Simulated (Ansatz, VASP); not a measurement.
## CdHg2O3 in VASP and in Ansatz

```
Cd Hg O
1.0
     3.06941   -1.79365    0.33913
     3.06941    1.79365    0.33913
     0.92994    0.00000    9.28927
Cd Hg O
1 2 3
Direct
  0.81875 0.18125 0.00000
  0.92345 0.78280 0.67718
  0.21720 0.07655 0.32282
  0.11693 0.44893 0.12870
  0.55107 0.88307 0.87130
  0.37260 0.62740 0.50000
```

Alike in both runs: functional PBE; k mesh 12 × 12 × 4; occupations gaussian, width 0.02 eV; no spin polarisation.

Ansatz relaxed the structure, and its values are those at the end. VASP's run is a single point on that final structure, the one shown.

```csv
,VASP,Ansatz
version,VASP 6.6.1,Ansatz 0.2.0
potentials or method,"VASP PAW PBE potentials, release 64 (Cd, Hg, O), cutoff 520 eV","scalar-relativistic, plane waves, PAW"
valence electrons in the cell,54,78
```

VASP gave:

- gap on the k mesh at the Fermi level (eV): 0.85
- least direct gap on the mesh (eV): 1.01
- pressure (GPa): 1.5
- rms of the force components (eV/Å): 0.109

Q: What did Ansatz give for the same quantities?

A: gap on the k mesh at the Fermi level (eV): 0.87; least direct gap on the mesh (eV): 1.04; pressure (GPa): 0.0; rms of the force components (eV/Å): 0.001.

VASP's potentials hold 54 valence electrons a cell and Ansatz's 78, so a difference there can come from the potentials and not from the codes.

Neither program's run includes spin-orbit coupling.
